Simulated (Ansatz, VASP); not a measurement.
## Au: VASP beside Ansatz

File INCAR:

```
SYSTEM = Au
PREC     = Accurate       ! precision mode
ENCUT    = 520            ! plane-wave cutoff, eV
EDIFF    = 1E-6           ! SCF threshold, eV
ISMEAR   = -1             ! smearing method
SIGMA    = 0.08           ! smearing width, eV
LREAL    = .False.        ! projectors in reciprocal space
LASPH    = .True.         ! aspherical terms in the spheres
NELM     = 80             ! most SCF steps
ALGO     = Normal         ! electronic algorithm
ISIF     = 2              ! what is computed and relaxed
LWAVE    = .False.        ! write WAVECAR
LCHARG   = .False.        ! write CHGCAR
LDIPOL   = .True.       
IDIPOL   = 3            
DIPOL    = 0.5 0.5 0.500
GGA      = CA             ! functional
NBANDS   = 24             ! bands
```

KPOINTS

```
Automatic mesh
0
Gamma
  14 14 1
  0 0 0
```

POSCAR

```
Au
1.0
    2.8625268915      0.0000000000      0.0000000000
    0.0000000000      2.8625268915      0.0000000000
    0.0000000000      0.0000000000     20.0482000000
Au
3
Direct
    0.0000000000      0.0000000000      0.4006258136
    0.5000000000      0.5000000000      0.4999999998
    0.0000000000      0.0000000000      0.5993741866
```

Input for Ansatz:

```yaml
crystal:
  lattice:
    - [2.8625268915, 0.0, 0.0]
    - [0.0, 2.8625268915, 0.0]
    - [0.0, 0.0, 20.0482]
  atoms:
    - { symbol: Au, position: [0.0, 0.0, 0.4006258136] }
    - { symbol: Au, position: [0.5, 0.5, 0.4999999998] }
    - { symbol: Au, position: [0.0, 0.0, 0.5993741866] }
  periodic: [true, true, false]
kpoints:
  mp_grid: { grid: [14, 14, 1] }
scf:
  occupations: { method: fermi_dirac, width: 0.08 }
hamiltonian:
  xc: lda
  pseudopotentials: { kind: all_electron, lapw: { basis_error: 0.001 } }
output:
  forces: true
  stress: true
  eigenvalues: true
```

Alike in both runs: task single point; functional LDA; k mesh 14 × 14 × 1; occupations fermi-dirac, width 0.08 eV; no spin polarisation.

```csv
,VASP,Ansatz
version,VASP 6.6.1,Ansatz 0.2.0
potentials or method,"VASP PAW LDA potentials, release 64 (Au), cutoff 520 eV","all-electron LAPW, scalar-relativistic"
```

Ansatz gave:

```
rms of the force components (eV/Å) : 0.000
```

Question: Estimate VASP's values.

Answer: rms of the force components (eV/Å): 0.014.

LDA's correlation is that of Perdew and Zunger in VASP and of Perdew and Wang (1992) in Ansatz. Atom by atom the forces differ by 0.014 eV/Å (rms over components). Ansatz ran all-electron here, and VASP with PAW potentials. Ansatz's warnings: slab cell height set.

Spin-orbit coupling is off throughout.
